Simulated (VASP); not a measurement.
HfO2:

```
Hf O
1.0
     3.60432    0.00000    0.00000
     0.00000    3.60432    0.00000
     0.00000    0.00000    5.26363
Hf O
2 4
Direct
  0.50000 0.50000 0.50000
  0.00000 0.00000 0.00000
  0.00000 0.50000 0.69328
  0.50000 0.00000 0.80672
  0.50000 0.00000 0.30672
  0.00000 0.50000 0.19328
```

| Quantity | Value |
| --- | --- |
| Program | VASP 6.6.1 |
| Task | relaxation of cell and atoms |
| Functional | PBEsol |
| Potentials or basis | VASP PAW PBE potentials, release 64 (Hf_pv, O) |
| Cutoff | 600 eV |
| k mesh | 6 × 6 × 4 |
| Occupations | fermi-dirac, width 0.02 eV |
| Spin | no spin polarisation |

At the start: pressure -10.6 GPa; volume 11.40 Å³/atom.

Task: Where does the relaxation end?

Result: Over 11 steps the energy falls by 20.3 meV/atom and the volume is 10.78 Å³/atom (-5.4 %); space group P4_2/nmc (No. 137, to 0.1 Å) before and after.

Step by step:
| step | energy change (eV) | largest force (eV/Å) | pressure (GPa) | volume (Å³) |
| --- | --- | --- | --- | --- |
| 1 | 0.0000 | 0.0890 | -10.61 | 68.38 |
| 2 | 0.1577 | 0.6756 | 20.31 | 61.18 |
| 3 | -0.1017 | 0.1781 | -0.31 | 65.50 |
| 4 | -0.1017 | 0.1837 | -0.11 | 65.44 |
| 5 | -0.1082 | 0.1609 | -0.06 | 65.29 |
| 6 | -0.1161 | 0.1055 | 0.18 | 64.84 |
| 7 | -0.1204 | 0.0497 | -0.09 | 64.80 |
| 8 | -0.1215 | 0.0194 | -0.42 | 64.74 |
| 9 | -0.1217 | 0.0027 | -0.34 | 64.76 |
| 10 | -0.1217 | 0.0055 | 0.26 | 64.59 |
| 11 | -0.1218 | 0.0016 | 0.01 | 64.67 |

Final structure:
```
Hf O
1.0
     3.55066    0.00000    0.00000
     0.00000    3.55066    0.00000
     0.00000    0.00000    5.12973
Hf O
2 4
Cartesian
  1.7753 1.7753 2.5649
  0.0000 0.0000 0.0000
  0.0000 1.7753 3.6034
  1.7753 0.0000 4.0912
  1.7753 0.0000 1.5264
  0.0000 1.7753 1.0385
```

Caveat: the PAW data sets were made with another functional, which shifts forces and pressure a little.
